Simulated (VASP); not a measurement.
Hf: single point with LDA

The system is Hf.

```
CELL_PARAMETERS angstrom
0.00000 2.22000 2.22000
2.44200 0.00000 2.22000
2.44200 2.22000 0.00000
ATOMIC_POSITIONS crystal
Hf 0.00000 0.00000 0.00000
```

This cell differs from its parent crystal: strain +0.1000 x Voigt [1, 0, 0, 0, 0, 0].

```
Program                : VASP 6.6.1
Task                   : single point
Functional             : LDA
Potentials or basis    : VASP PAW LDA potentials, release 64 (Hf_pv)
Cutoff                 : 520 eV
k mesh                 : 18 × 18 × 18
Occupations            : gaussian, width 0.15 eV
Spin                   : no spin polarisation
Dipole correction      : no
Further INCAR settings : ALGO = Normal; EDIFF = 1e-06; NBANDS = 11
```

```yaml
Pressure: -13.4 GPa
Band_gap_on_the_k_mesh: zero (bands 5 and 6 overlap by 1.63 eV)
```

Stress tensor (GPa, compression positive):
```
-16.34   0.00   0.00
  0.00 -11.94   0.00
  0.00   0.00 -11.94
```

Levels at points of the mesh, in eV from the Fermi level:
```csv
k point,band 1,band 2,band 3,band 4,band 5,band 6,band 7,band 8,band 9,band 10
"(0.00, 0.00, 0.00)",-30.12,-30.10,-30.10,-6.87,0.64,1.72,1.72,2.95,4.51,11.33
"(0.50, 0.00, 0.00)",-30.77,-30.24,-30.15,-3.39,0.56,0.58,1.67,5.45,5.93,8.54
"(0.50, 0.50, 0.00)",-30.73,-30.45,-30.31,-2.87,-1.88,2.81,5.44,5.65,6.87,8.68
"(0.00, 0.50, 0.50)",-30.69,-30.27,-30.27,-3.14,-1.78,1.44,5.83,6.24,6.24,8.87
```

Wall time 42 s on 1 thread of Intel(R) Xeon(R) 6975P-C (Granite Rapids), on a shared host, peak memory 0.24 GiB.

Caveat: the cell differs from its parent crystal (strain +0.1000 x Voigt [1, 0, 0, 0, 0, 0]); the cell stands under tension; spin-orbit coupling is left out, which moves the levels of the heavy elements.
